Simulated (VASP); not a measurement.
A run of VASP 6.6.1:

Contents of INCAR:

```
PREC = Accurate
ENCUT = 600
EDIFF = 1E-6
ISMEAR = 0
SIGMA = 0.15
LREAL = F
LASPH = T
NELM = 120
ALGO = Normal
ISIF = 2
LWAVE = F
LCHARG = F
GGA = CA
NBANDS = 16
GGA_COMPAT = F
```

The input KPOINTS:

```
Automatic mesh
0
Gamma
  18 18 18
```

POSCAR

```
TaN
1.0
    0.0000000000      2.1738356505      2.1738356505
    2.1738356505      0.0000000000      2.1738356505
    2.1738356505      2.1738356505      0.0000000000
Ta N
1 1
Direct
    0.4989139126      0.5010860874      0.5010860874
    0.0140304995     -0.0140304995     -0.0140304995
```

Potentials or basis: VASP PAW LDA potentials, release 64 (Ta_sv_GW, N).

Launch:

```sh
$ cat potpaw_LDA.64/Ta_sv_GW/POTCAR potpaw_LDA.64/N/POTCAR > POTCAR
$ mpirun -np 1 vasp_std > vasp.out
```

Hardware: 1 thread of AMD EPYC 9R45 96-Core Processor (Zen 5), on a shared host.

Question: How long does it take, and how much memory?

Answer: It took 2.3 min on 1 thread of AMD EPYC 9R45 96-Core Processor (Zen 5), on a shared host, peak memory 0.3 GiB. Counts: scf iterations 13, k points 480.
